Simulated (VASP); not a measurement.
Ba, 1 atom in the cell. It takes space group I4/mmm (No. 139, tetragonal). Conventional cell: a = 5.278 Å, b = 5.278 Å, c = 4.487 Å, α = 90.00°, β = 90.00°, γ = 90.00°. Within 5.7 Å of Ba (site symmetry 4/mmm) lie 14 Ba at 4.35 to 5.28 Å.  This cell differs from its parent crystal: ratio of the length along z to the lengths across it x 0.85, volume and fractional coordinates fixed.

| Item | Value |
| --- | --- |
| Program | VASP 6.6.1 |
| Task | single point |
| Functional | LDA |
| Potentials or basis | VASP PAW LDA potentials, release 64 (Ba_sv) |
| Cutoff | 520 eV |
| k mesh | 16 × 16 × 16 |
| Occupations | gaussian, width 0.15 eV |
| Spin | no spin polarisation |
| Dipole correction | no |
| Further INCAR settings | ALGO = Fast; EDIFF = 1e-07; NBANDS = 11 |

Potentials or basis: VASP PAW LDA potentials, release 64 (Ba_sv).

Run with:

```bash
$ cat potpaw_LDA.64/Ba_sv/POTCAR > POTCAR
$ mpirun -np 1 vasp_std > vasp.out
```

Hardware: 1 thread of AMD EPYC 7R43 64-Core Processor (Zen 3) (shared host).

Question: Estimate the wall time of this run.

Answer: Run time: 5.6 min on 1 thread of AMD EPYC 7R43 64-Core Processor (Zen 3), on a shared host, peak memory 0.3 GiB. Counts: scf iterations 12, k points 349.
